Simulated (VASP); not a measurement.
# BPd4 (I-43m) in VASP: relaxation of cell and atoms with PBE

Aim: the relaxation of cell and atoms of BPd4 with PBE.

Program: VASP 6.6.1. These are calculated values, not measurements. Logs are shortened: lines on timing, memory, paths and dates and some standing lists are left out, and cuts for length are marked.

**1. The cell of the first run**

The structure is cubic, space group I-43m (No. 217). The conventional cell has a = 5.376 Å, b = 5.376 Å, c = 5.376 Å, α = 90.00°, β = 90.00°, γ = 90.00°. Within 2.7 Å of B (site symmetry -43m) lie 8 Pd at 2.01 to 2.65 Å. Pd (site symmetry 3m) has 2 B at 2.01 to 2.65 Å and 6 Pd at 2.74 Å within 2.8 Å.

The cell was generated, and may not be a known phase.

**2. Relaxation of cell and atoms, PBE**

Contents of INCAR:

```
SYSTEM = BPd4
  PREC = Accurate
  ENCUT = 600
  EDIFF = 1E-7
  ISMEAR = 0
  SIGMA = 0.1
  LREAL = .False.
  LASPH = .True.
  NELM = 60
  ALGO = Fast
  ISIF = 3
  LWAVE = .False.
  LCHARG = .False.
  GGA = PE
  IBRION = 2
  NSW = 100
  EDIFFG = -0.01
```

Contents of KPOINTS:

```
Automatic mesh
0
Gamma
  10 10 10
  0 0 0
```

Contents of POSCAR:

```
BPd4
1.0
   -2.6880927074      2.6880927074      2.6880927074
    2.6880927074     -2.6880927074      2.6880927074
    2.6880927074      2.6880927074     -2.6880927074
B Pd
1 4
Direct
    0.0000000000      0.0000000000      0.0000000000
    0.4317432596      0.4317432596      0.4317432596
    0.5682567404      0.0000000000      0.0000000000
    0.0000000000      0.0000000000      0.5682567404
    0.0000000000      0.5682567404      0.0000000000
```

Potentials or basis: VASP PAW PBE potentials, release 64 (B, Pd).

Launch:

```bash
> cat potpaw_PBE.64/B/POTCAR potpaw_PBE.64/Pd/POTCAR > POTCAR
> mpirun -np 1 vasp_std > vasp.out
```

OUTCAR:

```text
SYSTEM = BPd4
   PREC = Accurate
   ENCUT = 600
   EDIFF = 1E-7
   ISMEAR = 0
   LREAL = .False.
   LASPH = .True.
   NELM = 60
   ISIF = 3
   GGA = PE
   IBRION = 2
   NSW = 100
   EDIFFG = -0.01

 ion  position               nearest neighbor table
   1  0.000  0.000  0.000-   2 2.01   3 2.01   4 2.01   5 2.01   5 2.65   4 2.65   3 2.65   2 2.65

   2  0.432  0.432  0.432-   1 2.01   1 2.65   5 2.74   3 2.74   4 2.74   3 2.74   4 2.74   5 2.74
                             5 3.28   3 3.28   4 3.28
   3  0.568  0.000  0.000-   1 2.01   1 2.65   5 2.74   2 2.74   2 2.74   4 2.74   4 2.74   5 2.74
                             2 3.28   4 3.28   5 3.28
   4  0.000  0.000  0.568-   1 2.01   1 2.65   3 2.74   2 2.74   5 2.74   3 2.74   5 2.74   2 2.74
                             3 3.28   5 3.28   2 3.28
   5  0.000  0.568  0.000-   1 2.01   1 2.65   3 2.74   2 2.74   4 2.74   3 2.74   4 2.74   2 2.74
                             2 3.28   3 3.28   4 3.28

  LATTYP: Found a body centered cubic cell.
 ALAT       =     5.3761854148

  Lattice vectors:

 A1 = (  -2.6880927074,   2.6880927074,   2.6880927074)
 A2 = (   2.6880927074,  -2.6880927074,   2.6880927074)
 A3 = (   2.6880927074,   2.6880927074,  -2.6880927074)

Analysis of symmetry for initial positions (statically):
=====================================================================
 Subroutine PRICEL returns:
 Original cell was already a primitive cell.

 Routine SETGRP: Setting up the symmetry group for a
 body centered cubic supercell.

 Subroutine GETGRP returns: Found 24 space group operations
 (whereof 24 operations were pure point group operations)
 out of a pool of 48 trial point group operations.

The static configuration has the point symmetry T_d .

Analysis of symmetry for dynamics (positions and initial velocities):
=====================================================================
 Subroutine PRICEL returns:
 Original cell was already a primitive cell.

 Routine SETGRP: Setting up the symmetry group for a
 body centered cubic supercell.

 Subroutine GETGRP returns: Found 24 space group operations
 (whereof 24 operations were pure point group operations)
 out of a pool of 48 trial point group operations.

The dynamic configuration has the point symmetry T_d .

 Subroutine INISYM returns: Found 24 space group operations
 (whereof 24 operations are pure point group operations),
 and found     1 'primitive' translations

----------------------------------------------------------------------------------------

                                     Primitive cell

  volume of cell :      77.6949

[... 108 lines left out ...]
   EFERMI =   0.00;   METHOD = LEGACY
   ISMEAR =     0;   SIGMA  =   0.10  broadening in eV -4-tet -1-fermi 0-gaus
   EFERMI_NEDOS =   21; number of points for ismear=-14 and -15
   IALGO  =     68    algorithm
   IMIX   =      4    mixing-type and parameters
     AMIX     =   0.40;   BMIX     =  1.00
     AMIX_MAG =   1.60;   BMIX_MAG =  1.00
  volume/ion in A,a.u.               =      15.54       104.86
  Fermi-wavevector in a.u.,A,eV,Ry     =   1.344106  2.539991 24.580558  1.806620
  Thomas-Fermi vector in A             =   2.472126
   LORBIT       =      0    0 simple, 1 ext, 2 COOP (PROOUT), +10 PAW based schemes
   GGA     = PE    functional components
   LHFCALC =     F    Hartree Fock is set to
   AEXX    =    0.0000 exact exchange contribution
   IVDW    =     0    specifies the selected vdW correction
   LEPSILON=     F    determine dielectric tensor
   LRPA    =     F    only Hartree local field effects (RPA)
 conjugate gradient relaxation of ions
 non-spin polarized calculation
 RMM-DIIS sequential band-by-band and
 Gauss-broadening in eV      SIGMA  =   0.10
  energy-cutoff  :      600.00
  volume of cell :       77.69
 maximum number of plane-waves:      2619
 NGX is ok and might be reduce to    40
   NGX = 19   NGY = 19   NGZ = 19

--------------------------------------- Ionic step        1  -------------------------------------------

 number of electron      43.0000000 magnetization

 Free energy of the ion-electron system (eV)
  ---------------------------------------------------
  ext. energy  EPLUGINS =         0.00000000
  ---------------------------------------------------
  free energy    TOTEN  =       -27.20509118 eV

  energy without entropy =      -27.18383743  energy(sigma->0) =      -27.19446430

------------------------ aborting loop because EDIFF is reached ----------------------------------------

  FORCE on cell =-STRESS in cart. coord.  units (eV):
  Direction    XX          YY          ZZ          XY          YZ          ZX
  --------------------------------------------------------------------------------------
  -------------------------------------------------------------------------------------
  Total       -0.0440273     -0.0440273     -0.0440273      0.0000000      0.0000000     -0.0000000
  in kB       -0.9079033     -0.9079033     -0.9079033      0.0000000      0.0000000     -0.0000000
  external PRESSURE =      -0.9079033 kB  Pullay stress =       0.0000000 kB
[... 143 lines left out ...]
--------------------------------------- Ionic step        5  -------------------------------------------

 number of electron      42.9999994 magnetization

 Free energy of the ion-electron system (eV)
  ---------------------------------------------------
  ext. energy  EPLUGINS =         0.00000000
  ---------------------------------------------------
  free energy    TOTEN  =       -27.20834424 eV

  energy without entropy =      -27.18741104  energy(sigma->0) =      -27.19787764

 E-fermi :   7.2561     XC(G=0): -11.9797

 val. band max:        7.2547574274   @ k =  -0.4000   0.4000   0.2000
 cond. band min:       7.2598115568   @ k =   0.5000   0.5000   0.3000
 fundamental gap:      0.0050541294
 Fermi energy:         7.2561277356

 k-point     1 :       0.0000    0.0000    0.0000
  band No.  band energies     occupation
      1      -2.0647      2.00000
      2       2.4838      2.00000
      3       2.9409      2.00000
      4       2.9409      2.00000
      5       3.4537      2.00000
      6       3.4537      2.00000
[... 661 lines left out ...]
     24       9.5952      0.00000
     25      11.1796      0.00000

 [... further k-points ...]

------------------------ aborting loop because EDIFF is reached ----------------------------------------

  FORCE on cell =-STRESS in cart. coord.  units (eV):
  Direction    XX          YY          ZZ          XY          YZ          ZX
  --------------------------------------------------------------------------------------
  -------------------------------------------------------------------------------------
  Total        0.0154570      0.0154570      0.0154570      0.0000000      0.0000000      0.0000000
  in kB        0.3209478      0.3209478      0.3209478      0.0000000      0.0000000      0.0000000
  external PRESSURE =       0.3209478 kB  Pullay stress =       0.0000000 kB
[... 20 lines left out ...]
  FREE ENERGIE OF THE ION-ELECTRON SYSTEM (eV)
  ---------------------------------------------------
  free  energy   TOTEN  =       -27.2083442403 eV

  energy  without entropy=      -27.1874110358  energy(sigma->0) =      -27.19787764

 reached required accuracy - stopping structural energy minimisation
```

Run time: 13 min. Hardware: 1 thread of Intel Xeon 8259CL, shared host; peak memory 0.31 GiB.

Results:

| Item | Value |
| --- | --- |
| Free energy | -27.2083 eV |
| Relaxed volume | 15.43 Å³/atom |
| Relaxed cell | a = 4.645 Å, b = 4.645 Å, c = 4.645 Å, α = 109.47°, β = 109.47°, γ = 109.47° |
| Space group after relaxing (to 0.1 Å) | I-43m (No. 217) |
| Energy gained by relaxing | 0.7 meV/atom |
| Ionic steps | 5 |
| Pressure after relaxing | 0.0 GPa |
| Band gap on the k mesh | zero (an odd number of electrons rules out a gap without spin polarisation) |

Step by step:
| step | energy change (eV) | largest force (eV/Å) | pressure (GPa) | volume (Å³) |
| --- | --- | --- | --- | --- |
| 1 | 0.0000 | 0.0776 | -0.09 | 77.69 |
| 2 | -0.0011 | 0.0615 | -0.07 | 77.60 |
| 3 | -0.0025 | 0.0346 | -0.04 | 77.41 |
| 4 | -0.0031 | 0.0137 | 0.07 | 77.05 |
| 5 | -0.0033 | 0.0010 | 0.03 | 77.16 |

Final structure:
```
B Pd
1.0
    -2.68193    2.68193    2.68193
     2.68193   -2.68193    2.68193
     2.68193    2.68193   -2.68193
B Pd
1 4
Direct
  0.00000 0.00000 0.00000
  0.43609 0.43609 0.43609
  0.56391 0.00000 0.00000
  0.00000 0.00000 0.56391
  0.00000 0.56391 0.00000
```
